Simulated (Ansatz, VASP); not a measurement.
**FeO in VASP and in Ansatz**

```
CELL_PARAMETERS angstrom
0.00000 2.32783 2.32783
2.32783 0.00000 2.32783
2.32783 2.32783 0.00000
ATOMIC_POSITIONS crystal
Fe 0.00000 0.00000 0.00000
O 0.50000 0.50000 0.50000
```

Change from the starting cell: strain +0.080 along x and y, +0.080 along z, atoms carried along.

Alike in both runs: task single point; functional PBE; k mesh 20 × 20 × 20; occupations gaussian, width 0.15 eV; collinear spin.

|  | VASP | Ansatz |
| --- | --- | --- |
| version | VASP 6.6.1 | Ansatz 0.2.0 |
| potentials or method | VASP PAW PBE potentials, release 64 (Fe, O), cutoff 600 eV | scalar-relativistic, plane waves, PAW |
| valence electrons in the cell | 14 | 22 |

```tsv
	VASP	Ansatz	Ansatz less VASP
gap on the k mesh at the Fermi level (eV)	none	none	-
pressure (GPa)	-25.6	-25.3	+0.32
net moment per atom (μB)	2.01	2.01	+0.001
size of the moment on the site where the two differ most (μB)	3.65	3.55	-0.098
```

Site moments also hang on the region over which each program counts them. A gap of «none» marks a metal or a gap that the smearing closes. VASP's potentials hold 14 valence electrons a cell and Ansatz's 22, so a difference there can come from the potentials and not from the codes.
